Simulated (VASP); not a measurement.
The system is BaTe.

```
Ba Te
1.0
     5.68261    0.00000    0.00000
     0.00000    5.68261    0.00000
     0.00000    0.00000    7.16057
Ba Te
2 2
Direct
  0.50000 0.00000 0.23680
  0.00000 0.50000 0.76320
  0.00000 0.00000 0.00000
  0.50000 0.50000 0.00000
```

| Quantity | Value |
| --- | --- |
| Program | VASP 6.6.1 |
| Task | relaxation of cell and atoms |
| Functional | PBEsol |
| Potentials or basis | VASP PAW PBE potentials, release 64 (Ba_sv, Te) |
| Cutoff | 600 eV |
| k mesh | 6 × 6 × 4 |
| Occupations | gaussian, width 0.05 eV |
| Spin | no spin polarisation |

At the start: pressure 0.5 GPa; volume 57.81 Å³/atom.

Problem. Where does the relaxation end?

Solution. Over 39 steps the energy falls by 559.8 meV/atom and the volume is 36.66 Å³/atom (-36.6 %); space group P4/nmm (No. 129, to 0.05 Å).

The path:
| step | energy change (eV) | largest force (eV/Å) | pressure (GPa) | volume (Å³) |
| --- | --- | --- | --- | --- |
| 1 | 0.0000 | 0.6444 | 0.47 | 231.23 |
| 2 | -0.3812 | 0.6214 | -0.21 | 236.42 |
| 3 | -0.8109 | 0.5105 | -1.46 | 243.24 |
| 4 | -0.8796 | 0.4521 | -2.00 | 245.01 |
| 5 | -1.1435 | 0.0177 | -1.24 | 224.07 |
| 6 | -1.2434 | 0.2936 | -0.52 | 208.49 |
| 7 | -1.2571 | 0.4333 | -0.12 | 201.17 |
| 8 | -1.2814 | 0.4497 | -0.18 | 198.67 |
| 9 | -1.3513 | 0.4996 | -0.32 | 191.15 |
| 10 | -1.4455 | 0.6087 | -0.41 | 176.09 |
| 11 | -1.0938 | 0.5976 | 0.99 | 145.93 |
| 12 | -1.3915 | 0.6918 | -0.02 | 167.71 |
| 13 | -1.4007 | 0.6970 | 0.02 | 166.85 |
| 14 | -1.4267 | 0.7071 | 0.16 | 164.27 |
| 15 | -1.4691 | 0.7188 | 0.49 | 159.17 |
| 16 | -1.4979 | 0.6948 | 1.41 | 149.24 |
| 17 | -1.6148 | 0.6490 | 1.44 | 148.41 |
| 18 | -1.9157 | 0.4722 | 1.46 | 145.81 |
| 19 | -2.1870 | 0.1053 | 1.98 | 140.27 |
| 20 | -2.2307 | 0.0472 | -0.24 | 148.49 |
| 21 | -2.2314 | 0.0536 | -0.02 | 147.56 |
| 22 | -2.2313 | 0.0525 | -0.05 | 147.71 |
| 23 | -2.2318 | 0.0518 | -0.05 | 147.65 |
| 24 | -2.2320 | 0.0506 | -0.04 | 147.58 |
| 25 | -2.2325 | 0.0494 | 0.01 | 147.36 |
| 26 | -2.2335 | 0.0464 | 0.15 | 146.70 |
| 27 | -2.2333 | 0.0405 | 0.44 | 145.38 |
| 28 | -2.2337 | 0.0435 | 0.28 | 146.09 |
| 29 | -2.2339 | 0.0432 | 0.27 | 146.11 |
| 30 | -2.2344 | 0.0405 | 0.25 | 146.16 |
| 31 | -2.2354 | 0.0357 | 0.20 | 146.27 |
| 32 | -2.2367 | 0.0253 | 0.13 | 146.48 |
| 33 | -2.2378 | 0.0122 | -0.01 | 146.90 |
| 34 | -2.2385 | 0.0105 | -0.04 | 146.96 |
| 35 | -2.2389 | 0.0081 | -0.06 | 147.03 |
| 36 | -2.2389 | 0.0077 | -0.06 | 147.04 |
| 37 | -2.2390 | 0.0073 | 0.00 | 146.76 |
| 38 | -2.2390 | 0.0072 | 0.02 | 146.65 |
| 39 | -2.2391 | 0.0065 | 0.03 | 146.63 |

Final structure:
```xyz
4
Lattice="5.9088 0.0000 0.0000 0.0000 5.9088 0.0000 0.0000 0.0000 4.1999" Properties=species:S:1:pos:R:3 pbc="T T T"
Ba    2.9544    0.0000    2.0596
Ba    0.0000    2.9544    2.1403
Te    5.9088    0.0000    4.1999
Te    2.9544    2.9544    4.1999
```

Caveat: the volume moved by over 15 % at a fixed basis, so the end points are rough; the PAW data sets were made with another functional, which shifts forces and pressure a little.
